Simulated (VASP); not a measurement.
# Ca (I4/mmm) in VASP: further runs, part 2 of 2

VASP 6.6.1. Earlier steps stand in the parts before.

### 4 Single point, PBEsol (strain +0.000 along x and y, +0.015 along z)

INCAR

```
ALGO = Fast
EDIFF = 1E-6
ENCUT = 520
GGA = PS
ISIF = 2
ISMEAR = 0
LASPH = True
LCHARG = True
LELF = True
LREAL = False
LVHAR = True
LWAVE = False
NBANDS = 11
NELM = 80
PREC = Accurate
SIGMA = 0.15
```

KPOINTS

```
k-points
0
Gamma
  14 14 14
```

POSCAR

```
Ca
1.0
    0.0000000000      2.7942000000      2.8361130000
    2.7942000000      0.0000000000      2.8361130000
    2.7942000000      2.7942000000      0.0000000000
Ca
1
Direct
    0.0000000000      0.0000000000      0.0000000000
```

Potentials or basis: VASP PAW PBE potentials, release 64 (Ca_sv).

On the command line:

```bash
cat potpaw_PBE.64/Ca_sv/POTCAR > POTCAR
mpirun -np 1 vasp_std > vasp.out
```

OUTCAR:

```text
EDIFF = 1E-6
   ENCUT = 520
   GGA = PS
   ISIF = 2
   ISMEAR = 0
   LASPH = True
   LREAL = False
   NELM = 80
   PREC = Accurate

 ion  position               nearest neighbor table
   1  0.000  0.000  0.000-

  LATTYP: Found a body centered tetragonal cell.
 ALAT       =     3.9515955360
 C/A-ratio  =     1.4354267658

  Lattice vectors:

 A1 = (  -2.7942000000,   0.0000000000,   2.8361130000)
 A2 = (   2.7942000000,   0.0000000000,   2.8361130000)
 A3 = (   0.0000000000,   2.7942000000,  -2.8361130000)

Analysis of symmetry for initial positions (statically):
=====================================================================
 Subroutine PRICEL returns:
 Original cell was already a primitive cell.

 Routine SETGRP: Setting up the symmetry group for a
 body centered tetragonal supercell.

 Subroutine GETGRP returns: Found 16 space group operations
 (whereof 16 operations were pure point group operations)
 out of a pool of 16 trial point group operations.

The static configuration has the point symmetry D_4h.

Analysis of symmetry for dynamics (positions and initial velocities):
=====================================================================
 Subroutine PRICEL returns:
 Original cell was already a primitive cell.

 Routine SETGRP: Setting up the symmetry group for a
 body centered tetragonal supercell.

 Subroutine GETGRP returns: Found 16 space group operations
 (whereof 16 operations were pure point group operations)
 out of a pool of 16 trial point group operations.

The dynamic configuration has the point symmetry D_4h.

 Subroutine INISYM returns: Found 16 space group operations
 (whereof 16 operations are pure point group operations),
 and found     1 'primitive' translations

----------------------------------------------------------------------------------------

                                     Primitive cell

  volume of cell :      44.2862

  direct lattice vectors                    reciprocal lattice vectors
     0.000000000  2.794200000  2.836113000    -0.178942094  0.178942094  0.176297630
[... 114 lines left out ...]
   LRPA    =     F    only Hartree local field effects (RPA)
 non-spin polarized calculation
 RMM-DIIS sequential band-by-band and
 Gauss-broadening in eV      SIGMA  =   0.15
  energy-cutoff  :      520.00
  volume of cell :       44.29
 maximum number of plane-waves:      1243
 NGX is ok and might be reduce to    30
   NGX = 15   NGY = 15   NGZ = 15

 number of electron      10.0000000 magnetization

 number of electron       9.9999998 magnetization

 Free energy of the ion-electron system (eV)
  ---------------------------------------------------
  ext. energy  EPLUGINS =         0.00000000
  ---------------------------------------------------
  free energy    TOTEN  =        -2.12556285 eV

  energy without entropy =       -2.11070501  energy(sigma->0) =       -2.11813393

 E-fermi :   1.7026     XC(G=0):  -7.6589

 val. band max:        1.6908581032   @ k =  -0.3571   0.1429   0.4286
 cond. band min:       1.7043718446   @ k =  -0.3571   0.0714   0.4286
 fundamental gap:      0.0135137414
 Fermi energy:         1.7025745336

 k-point     1 :       0.0000    0.0000    0.0000
  band No.  band energies     occupation
      1     -40.2517      2.00000
      2     -21.2493      2.00000
      3     -21.2483      2.00000
      4     -21.2483      2.00000
      5      -2.2411      2.00000
      6       3.9237      0.00000
      7       3.9889      0.00000
      8       3.9889      0.00000
      9       4.9416      0.00000
     10       5.0253      0.00000
     11      10.6302      0.00000
[... 309 lines left out ...]
 k-point    24 :       0.2857    0.1429    0.0000
  band No.  band energies     occupation
      1     -40.2452      2.00000
      2     -21.3064      2.00000
      3     -21.2638      2.00000
      4     -21.2637      2.00000
      5      -1.0849      2.00000
      6       3.0507      0.00000
      7       3.9053      0.00000
      8       4.2980      0.00000
      9       4.6800      0.00000
     10       5.2845      0.00000
     11       9.1074      0.00000

 [... further k-points ...]

------------------------ aborting loop because EDIFF is reached ----------------------------------------

  FORCE on cell =-STRESS in cart. coord.  units (eV):
  Direction    XX          YY          ZZ          XY          YZ          ZX
  --------------------------------------------------------------------------------------
  -------------------------------------------------------------------------------------
  Total       -0.3607980     -0.3607980     -0.3943698      0.0000000      0.0000000      0.0000000
  in kB      -13.0528766    -13.0528766    -14.2674298      0.0000000      0.0000000      0.0000000
  external PRESSURE =     -13.4577277 kB  Pullay stress =       0.0000000 kB

 VOLUME and BASIS-vectors are now :
 -----------------------------------------------------------------------------
  energy-cutoff  :      520.00
  volume of cell :       44.29
      direct lattice vectors                 reciprocal lattice vectors
     0.000000000  2.794200000  2.836113000    -0.178942094  0.178942094  0.176297630
     2.794200000  0.000000000  2.836113000     0.178942094 -0.178942094  0.176297630
     2.794200000  2.794200000  0.000000000     0.178942094  0.178942094 -0.176297630

 POSITION                                       TOTAL-FORCE (eV/Angst)
 -----------------------------------------------------------------------------------
      0.00000      0.00000      0.00000        -0.000000     -0.000000      0.000000
 -----------------------------------------------------------------------------------
    total drift:                               -0.000000     -0.000000     -0.000000

  FREE ENERGIE OF THE ION-ELECTRON SYSTEM (eV)
  ---------------------------------------------------
  free  energy   TOTEN  =        -2.1255628481 eV

  energy  without entropy=       -2.1107050067  energy(sigma->0) =       -2.11813393
```

stdout:

```text
POSCAR found type information on POSCAR Ca
 POSCAR found :  1 types and       1 ions
 scaLAPACK will be used
 -----------------------------------------------------------------------------
|                                                                             |
|                                                                             |
|     You enforced a specific xc type in the INCAR file but a different       |
|     I HOPE YOU KNOW WHAT YOU ARE DOING!                                     |
|                                                                             |
 -----------------------------------------------------------------------------

 LDA part: xc-table for (Slater+PW92), standard interpolation
 POSCAR, INCAR and KPOINTS ok, starting setup
 FFT: planning ... GRIDC
 FFT: planning ... GRID_SOFT
 FFT: planning ... GRID
 WAVECAR not read
 entering main loop
WARNING in EDDRMM: call to ZHEGV failed, returncode =   6  3      5
WARNING in EDDRMM: call to ZHEGV failed, returncode =   8  4      5
WARNING in EDDRMM: call to ZHEGV failed, returncode =   8  4      8
WARNING in EDDRMM: call to ZHEGV failed, returncode =   6  3      9
```

Wall time 3.5 min (1 thread of Oxide Virtual Turin-like, shared host); peak memory 0.22 GiB.

Results:

```yaml
Free_energy: -2.1256 eV
Pressure: -1.3 GPa
Band_gap_on_the_k_mesh: zero (band 5 reaches 1.89 eV, above the bottom of band 6 at 1.52 eV)
```

Levels at points of the mesh, in eV from the Fermi level:
| k point | band 1 | band 2 | band 3 | band 4 | band 5 | band 6 | band 7 | band 8 | band 9 | band 10 |
| --- | --- | --- | --- | --- | --- | --- | --- | --- | --- | --- |
| (0.00, 0.00, 0.00) | -41.95 | -22.95 | -22.95 | -22.95 | -3.94 | 2.22 | 2.29 | 2.29 | 3.24 | 3.32 |
| (0.50, 0.00, 0.00) | -41.94 | -23.07 | -22.97 | -22.97 | -0.98 | -0.19 | 2.12 | 2.20 | 3.92 | 3.95 |
| (0.50, 0.50, 0.00) | -41.94 | -23.06 | -22.99 | -22.99 | -0.44 | 0.61 | 0.79 | 3.93 | 4.10 | 4.10 |
| (0.50, 0.00, 0.50) | -41.94 | -23.06 | -23.00 | -22.99 | -0.40 | 0.58 | 0.93 | 3.92 | 4.08 | 4.13 |

Caveat: the cell differs from its parent crystal (strain +0.000 along x and y, +0.015 along z); the PAW data sets were made with another functional, which shifts forces and pressure a little.

### 5 Single point, PBEsol (strain +0.015 along x and y, -0.015 along z)

INCAR

```
SYSTEM = Ca
PREC = Accurate
ENCUT = 520
EDIFF = 1E-7
ISMEAR = 0
SIGMA = 0.15
LREAL = .False.
LASPH = .True.
NELM = 100
ALGO = Normal
ISIF = 2
LWAVE = .False.
LCHARG = .True.
GGA = PS
LELF = .True.
LVHAR = .True.
NBANDS = 11
```

KPOINTS

```
regular mesh
0
Gamma
  14 14 14
  0 0 0
```

POSCAR

```
Ca
1.0
    0.0000000000      2.8361130000      2.7522870000
    2.8361130000      0.0000000000      2.7522870000
    2.8361130000      2.8361130000      0.0000000000
Ca
1
Direct
    0.0000000000      0.0000000000      0.0000000000
```

On the command line:

```bash
cat potpaw_PBE.64/Ca_sv/POTCAR > POTCAR
mpirun -np 1 vasp_std > vasp.out
```

Wall time 2.3 min (1 thread of Oxide Virtual Turin-like, shared host); peak memory 0.22 GiB.

The run converged. Its results:

```yaml
Free_energy: -2.1253 eV
Pressure: -1.4 GPa
Band_gap_on_the_k_mesh: zero (band 5 reaches 1.90 eV, above the bottom of band 6 at 1.52 eV)
```

Stress tensor (GPa, compression positive):
```
-1.42  0.00  0.00
 0.00 -1.42  0.00
 0.00  0.00 -1.23
```

Levels at points of the mesh, in eV from the Fermi level:
| k point | band 1 | band 2 | band 3 | band 4 | band 5 | band 6 | band 7 | band 8 | band 9 | band 10 |
| --- | --- | --- | --- | --- | --- | --- | --- | --- | --- | --- |
| (0.00, 0.00, 0.00) | -41.95 | -22.95 | -22.95 | -22.95 | -3.94 | 2.22 | 2.22 | 2.35 | 3.20 | 3.36 |
| (0.50, 0.00, 0.00) | -41.94 | -23.07 | -22.97 | -22.96 | -0.98 | -0.19 | 2.08 | 2.24 | 3.90 | 3.97 |
| (0.50, 0.50, 0.00) | -41.94 | -23.06 | -23.00 | -23.00 | -0.35 | 0.55 | 1.07 | 3.92 | 4.11 | 4.11 |
| (0.50, 0.00, 0.50) | -41.94 | -23.06 | -22.99 | -22.99 | -0.45 | 0.62 | 0.79 | 3.92 | 4.05 | 4.15 |

Caveat: the cell differs from its parent crystal (strain +0.015 along x and y, -0.015 along z); the PAW data sets were made with another functional, which shifts forces and pressure a little.

### 6 Overview

```tsv
cell	gap on the mesh (eV)	pressure (GPa)
a = 3.952, b = 3.952, c = 3.892 Å, angles 60.5, 60.5, 59.0°, 1 atom	none	-0.9
a = 3.982, b = 3.982, c = 3.892 Å, angles 60.7, 60.7, 58.5°, 1 atom	none	-1.2
a = 3.981, b = 3.981, c = 3.952 Å, angles 60.2, 60.2, 59.5°, 1 atom	none	-1.3
a = 3.952, b = 3.952, c = 4.011 Å, angles 59.5, 59.5, 61.0°, 1 atom	none	-1.4
```

Alike in all rows: task single point; level PBEsol; potentials or basis VASP PAW PBE potentials, release 64 (Ca_sv); no spin polarisation; k mesh 14 × 14 × 14; cutoff (eV) 520; smearing gaussian 0.15 eV.

Caveats: the PAW data sets were made with another functional, which shifts forces and pressure a little.

Total energies depend on the potentials used, so only differences within one code and one set of settings carry meaning.
